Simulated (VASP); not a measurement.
# TiTe2 (P-3m1) in VASP: single point with r2SCAN

Aim: the single point of TiTe2 with r2SCAN.

Program: VASP 6.6.1. These are calculated values, not measurements. Logs are shortened: lines on timing, memory, paths and dates and some standing lists are left out, and cuts for length are marked.

## (1) The cell of the first run

Symmetry: P-3m1, No. 164, trigonal system. The conventional cell has a = 3.815 Å, b = 3.815 Å, c = 6.768 Å, α = 90.00°, β = 90.00°, γ = 120.00°. Ti (site symmetry -3m) has 6 Te at 2.77 Å within 3.7 Å. Te (site symmetry 3m) has 3 Ti at 2.77 Å within 3.7 Å.

## (2) Single point, r2SCAN

POSCAR reads:

```
TiTe2
1.0
    3.8151559437      0.0000000000      0.0000000000
   -1.9075779719      3.3040219667      0.0000000000
    0.0000000000      0.0000000000      6.7679892290
Ti Te
1 2
Direct
    0.0000000000      0.0000000000      0.0000000000
    0.3333333333      0.6666666667      0.2492036582
    0.6666666667      0.3333333333      0.7507963418
```

INCAR.step1 reads:

```
  PREC = Accurate
  ENCUT = 520
  ISMEAR = 0
  SIGMA = 0.05
  LREAL = F
  LASPH = T
  NELM = 60
  NBANDS = 19
  GGA = PE
  ALGO = Normal
  EDIFF = 1E-4
  LWAVE = T
  LCHARG = F
```

INCAR.step2 reads:

```
  PREC = Accurate
  ENCUT = 520
  EDIFF = 1E-7
  ISMEAR = 0
  SIGMA = 0.05
  LREAL = F
  LASPH = T
  NELM = 60
  ALGO = Normal
  ISIF = 2
  LWAVE = F
  LCHARG = T
  METAGGA = R2SCAN
  LMIXTAU = T
  LELF = T
  LVHAR = T
  NBANDS = 19
  ISTART = 1
```

KPOINTS reads:

```
Automatic mesh
0
Gamma
  15 15 9
```

Potentials or basis: VASP PAW PBE potentials, release 64 (Ti_sv, Te).

Command:

```
$ cat potpaw_PBE.64/Ti_sv/POTCAR potpaw_PBE.64/Te/POTCAR > POTCAR
$ cp INCAR.step1 INCAR
$ mpirun -np 1 vasp_std > vasp.out
$ cp INCAR.step2 INCAR
$ mpirun -np 1 vasp_std > vasp.out
```

OUTCAR:

```text
PREC = Accurate
   ENCUT = 520
   EDIFF = 1E-7
   ISMEAR = 0
   LREAL = F
   LASPH = T
   NELM = 60
   ISIF = 2
   METAGGA = R2SCAN
   ISTART = 1

 ion  position               nearest neighbor table
   1  0.000  0.000  0.000-   2 2.77   3 2.77   3 2.77   2 2.77   3 2.77   2 2.77
   2  0.333  0.667  0.249-   1 2.77   1 2.77   1 2.77
   3  0.667  0.333  0.751-   1 2.77   1 2.77   1 2.77

  LATTYP: Found a hexagonal cell.
 ALAT       =     3.8151559437
 C/A-ratio  =     1.7739744663

  Lattice vectors:

 A1 = (   3.8151559437,   0.0000000000,   0.0000000000)
 A2 = (  -1.9075779719,   3.3040219667,   0.0000000000)
 A3 = (   0.0000000000,   0.0000000000,   6.7679892290)

Analysis of symmetry for initial positions (statically):
=====================================================================
 Subroutine PRICEL returns:
 Original cell was already a primitive cell.

 Routine SETGRP: Setting up the symmetry group for a
 hexagonal supercell.

 Subroutine GETGRP returns: Found 12 space group operations
 (whereof 12 operations were pure point group operations)
 out of a pool of 24 trial point group operations.

The static configuration has the point symmetry D_3d.

Analysis of symmetry for dynamics (positions and initial velocities):
=====================================================================
 Subroutine PRICEL returns:
 Original cell was already a primitive cell.

 Routine SETGRP: Setting up the symmetry group for a
 hexagonal supercell.

 Subroutine GETGRP returns: Found 12 space group operations
 (whereof 12 operations were pure point group operations)
 out of a pool of 24 trial point group operations.

The dynamic configuration has the point symmetry D_3d.

 Subroutine INISYM returns: Found 12 space group operations
 (whereof 12 operations are pure point group operations),
 and found     1 'primitive' translations

----------------------------------------------------------------------------------------

                                     Primitive cell

  volume of cell :      85.3129

  direct lattice vectors                    reciprocal lattice vectors
     3.815155944  0.000000000  0.000000000     0.262112484  0.151330713  0.000000000
    -1.907577972  3.304021967  0.000000000     0.000000000  0.302661426  0.000000000
     0.000000000  0.000000000  6.767989229     0.000000000  0.000000000  0.147754372

  length of vectors
     3.815155944  3.815155944  6.767989229     0.302661426  0.302661426  0.147754372

  position of ions in fractional coordinates (direct lattice)
     0.000000000  0.000000000  0.000000000
     0.333333333  0.666666667  0.249203658
     0.666666667  0.333333333  0.750796342

  ion indices of the primitive-cell ions
   primitive index   ion index
                 1           1
                 2           2
                 3           3

----------------------------------------------------------------------------------------

 KPOINTS: Automatic mesh

Automatic generation of k-mesh.
 Grid dimensions read from file:
 generate k-points for:   15   15    9

 Generating k-lattice:

  Cartesian coordinates                     Fractional coordinates (reciprocal lattice)
     0.017474166  0.010088714  0.000000000     0.066666667  0.000000000  0.000000000
     0.000000000  0.020177428  0.000000000     0.000000000  0.066666667  0.000000000
     0.000000000  0.000000000  0.016417152     0.000000000  0.000000000  0.111111111

  Length of vectors
     0.020177428  0.020177428  0.016417152

  Shift w.r.t. Gamma in fractional coordinates (k-lattice)
     0.000000000  0.000000000  0.000000000

 Subroutine IBZKPT returns following result:
 ===========================================

 Found    211 irreducible k-points:

 Following reciprocal coordinates:
            Coordinates               Weight
  0.000000  0.000000  0.000000      1.000000
  0.066667  0.000000  0.000000      6.000000
  0.133333  0.000000  0.000000      6.000000
  0.200000  0.000000  0.000000      6.000000
  0.266667  0.000000  0.000000      6.000000
  0.333333  0.000000  0.000000      6.000000
[... 16 lines left out ...]
  0.333333  0.200000  0.000000     12.000000
  0.400000  0.200000  0.000000      6.000000
 [... further k-points ...]
   k-points           NKPTS =    211   k-points in BZ     NKDIM =    211   number of bands    NBANDS=     19
   number of dos      NEDOS =    301   number of ions     NIONS =      3
   total plane-waves  NPLWV =  39200
   dimension x,y,z NGX =    28 NGY =   28 NGZ =   50
   dimension x,y,z NGXF=    56 NGYF=   56 NGZF=  100
   ions per type =               1   2
   NGX,Y,Z   is equivalent  to a cutoff of  12.20, 12.20, 12.28 a.u.
   NGXF,Y,Z  is equivalent  to a cutoff of  24.40, 24.40, 24.56 a.u.
 SYSTEM =  unknown system
   PREC   = accura    normal or accurate (medium, high low for compatibility)
   ISTART =      1    job   : 0-new  1-cont  2-samecut
   ICHARG =      0    charge: 1-file 2-atom 10-const
   ISPIN  =      1    spin polarized calculation?
   LNONCOLLINEAR =      F non collinear calculations
   LSORBIT =      F    spin-orbit coupling
   LASPH  =      T    aspherical Exc in radial PAW
   ENCUT  =  520.0 eV  38.22 Ry    6.18 a.u.   7.09  7.09 12.58*2*pi/ulx,y,z
   NELM   =     60;   NELMIN=  2; NELMDL=  0     # of ELM steps
   EDIFF  = 0.1E-06   stopping-criterion for ELM
   LREAL  =      F    real-space projection
   EDIFFG = 0.1E-05   stopping-criterion for IOM
   NSW    =      0    number of steps for IOM
   IBRION =     -1    ionic relax: 0-MD 1-quasi-New 2-CG
   NFREE  =      0    steps in history (QN), initial steepest desc. (CG)
   ISIF   =      2    stress and relaxation
   ISYM   =      2    0-nonsym 1-usesym 2-fastsym
   POTIM  = 0.5000    time-step for ionic-motion
   TEBEG  =    0.0;   TEEND  =   0.0 temperature during run
   PSTRESS=    0.0 pullay stress
   NELECT =      24.0000    total number of electrons
   NUPDOWN=      -1.0000    fix difference up-down
   EMIN   =  10.00;   EMAX   =-10.00  energy-range for DOS
   EFERMI =   0.00;   METHOD = LEGACY
   ISMEAR =     0;   SIGMA  =   0.05  broadening in eV -4-tet -1-fermi 0-gaus
   EFERMI_NEDOS =   21; number of points for ismear=-14 and -15
   IALGO  =     38    algorithm
   IMIX   =      4    mixing-type and parameters
     AMIX     =   0.40;   BMIX     =  1.00
     AMIX_MAG =   1.60;   BMIX_MAG =  1.00
  volume/ion in A,a.u.               =      28.44       191.91
  Fermi-wavevector in a.u.,A,eV,Ry     =   1.072688  2.027087 15.655688  1.150661
  Thomas-Fermi vector in A             =   2.208466
   LORBIT       =      0    0 simple, 1 ext, 2 COOP (PROOUT), +10 PAW based schemes
   METAGGA = R2SCAN    functional components
   LHFCALC =     F    Hartree Fock is set to
   AEXX    =    0.0000 exact exchange contribution
   IVDW    =     0    specifies the selected vdW correction
   LEPSILON=     F    determine dielectric tensor
   LRPA    =     F    only Hartree local field effects (RPA)
 non-spin polarized calculation
 Gauss-broadening in eV      SIGMA  =   0.05
  energy-cutoff  :      520.00
  volume of cell :       85.31
 maximum number of plane-waves:      2316
   NGX = 15   NGY = 15   NGZ = 25

 number of electron      24.0000002 magnetization

 Free energy of the ion-electron system (eV)
  ---------------------------------------------------
  ext. energy  EPLUGINS =         0.00000000
  ---------------------------------------------------
  free energy    TOTEN  =       -66.28914050 eV

  energy without entropy =      -66.28764816  energy(sigma->0) =      -66.28839433

 E-fermi :   6.1235     XC(G=0):  -9.9876

 val. band max:        6.1100773464   @ k =   0.1333   0.0000   0.0000
 cond. band min:       6.1257376658   @ k =   0.4667   0.0000   0.2222
 fundamental gap:      0.0156603194
 Fermi energy:         6.1235261230

 k-point     1 :       0.0000    0.0000    0.0000
  band No.  band energies     occupation
      1     -54.0371      2.00000
      2     -29.2426      2.00000
      3     -29.2426      2.00000
      4     -29.2012      2.00000
      5      -6.6740      2.00000
      6      -5.3206      2.00000
[... 11 lines left out ...]
     18      11.6788      0.00000
     19      12.3645      0.00000

 k-point     2 :       0.0667    0.0000    0.0000
  band No.  band energies     occupation
      1     -54.0370      2.00000
      2     -29.2443      2.00000
      3     -29.2430      2.00000
      4     -29.2008      2.00000
      5      -6.6242      2.00000
      6      -5.2943      2.00000
[... 11 lines left out ...]
     18      12.0424      0.00000
     19      12.5912      0.00000

 k-point     3 :       0.1333    0.0000    0.0000
  band No.  band energies     occupation
      1     -54.0367      2.00000
      2     -29.2491      2.00000
      3     -29.2441      2.00000
      4     -29.1997      2.00000
      5      -6.4777      2.00000
      6      -5.2187      2.00000
[... 11 lines left out ...]
     18      12.5532      0.00000
     19      13.0461      0.00000

 k-point     4 :       0.2000    0.0000    0.0000
  band No.  band energies     occupation
      1     -54.0362      2.00000
      2     -29.2561      2.00000
      3     -29.2457      2.00000
      4     -29.1980      2.00000
      5      -6.2438      2.00000
      6      -5.1043      2.00000
[... 11 lines left out ...]
     18      12.4360      0.00000
     19      13.2602      0.00000

 k-point     5 :       0.2667    0.0000    0.0000
  band No.  band energies     occupation
      1     -54.0356      2.00000
      2     -29.2642      2.00000
      3     -29.2475      2.00000
      4     -29.1961      2.00000
      5      -5.9403      2.00000
      6      -4.9702      2.00000
[... 11 lines left out ...]
     18      12.0496      0.00000
     19      12.9074      0.00000
[... 334 lines left out ...]
      2     -29.2701      2.00000
      3     -29.2533      2.00000
      4     -29.1938      2.00000
      5      -5.5232      2.00000
      6      -4.8067      2.00000
[... 11 lines left out ...]
     18      11.8953      0.00000
     19      13.4029      0.00000

 k-point    22 :       0.2667    0.2000    0.0000
  band No.  band energies     occupation
      1     -54.0346      2.00000
      2     -29.2737      2.00000
      3     -29.2567      2.00000
      4     -29.1924      2.00000
      5      -5.2197      2.00000
      6      -4.7205      2.00000
[... 11 lines left out ...]
     18      11.3436      0.00000
     19      13.5591      0.00000

 k-point    23 :       0.3333    0.2000    0.0000
  band No.  band energies     occupation
      1     -54.0343      2.00000
      2     -29.2760      2.00000
      3     -29.2591      2.00000
      4     -29.1915      2.00000
      5      -4.9591      2.00000
      6      -4.6911      2.00000
[... 11 lines left out ...]
     18      11.0417      0.00000
     19      13.7480      0.00000

 k-point    24 :       0.4000    0.2000    0.0000
  band No.  band energies     occupation
      1     -54.0342      2.00000
      2     -29.2768      2.00000
      3     -29.2600      2.00000
      4     -29.1912      2.00000
      5      -4.8221      2.00000
      6      -4.7195      2.00000
[... 11 lines left out ...]
     18      10.9520      0.00000
     19      13.8112      0.00000

 [... further k-points ...]
[... 5 lines left out ...]
  --------------------------------------------------------------------------------------
  -------------------------------------------------------------------------------------
  Total        0.0192672      0.0192672      0.2316345     -0.0000000      0.0000000     -0.0000000
  in kB        0.3618374      0.3618374      4.3500968     -0.0000000      0.0000000     -0.0000000
  external PRESSURE =       1.6912572 kB  Pullay stress =       0.0000000 kB

 VOLUME and BASIS-vectors are now :
 -----------------------------------------------------------------------------
  energy-cutoff  :      520.00
  volume of cell :       85.31
      direct lattice vectors                 reciprocal lattice vectors
     3.815155944  0.000000000  0.000000000     0.262112484  0.151330713  0.000000000
    -1.907577972  3.304021967  0.000000000     0.000000000  0.302661426  0.000000000
     0.000000000  0.000000000  6.767989229     0.000000000  0.000000000  0.147754372

 POSITION                                       TOTAL-FORCE (eV/Angst)
 -----------------------------------------------------------------------------------
      0.00000      0.00000      0.00000         0.000000      0.000000     -0.000000
     -0.00000      2.20268      1.68661        -0.000000      0.000000      0.037551
      1.90758      1.10134      5.08138        -0.000000     -0.000000     -0.037551
 -----------------------------------------------------------------------------------
    total drift:                                0.000000      0.000000      0.000000

  FREE ENERGIE OF THE ION-ELECTRON SYSTEM (eV)
  ---------------------------------------------------
  free  energy   TOTEN  =       -66.2891405023 eV

  energy  without entropy=      -66.2876481617  energy(sigma->0) =      -66.28839433
```

Run time: 35 min. Hardware: 1 thread of Oxide Virtual Turin-like, shared host; peak memory 0.42 GiB.

Results:

- Free energy: -66.2891 eV
- Pressure: 0.2 GPa
- Largest force: 0.038 eV/Å
- Band gap on the k mesh: zero (band 12 reaches 6.44 eV, above the bottom of band 13 at 5.94 eV)

Forces on the atoms (eV/Å):
```
Ti   0.000  0.000  0.000
Te   0.000  0.000  0.038
Te   0.000  0.000 -0.038
```

Caveat: the PAW data sets were made with another functional, which shifts forces and pressure a little; spin-orbit coupling is left out, which moves the levels of the heavy elements.
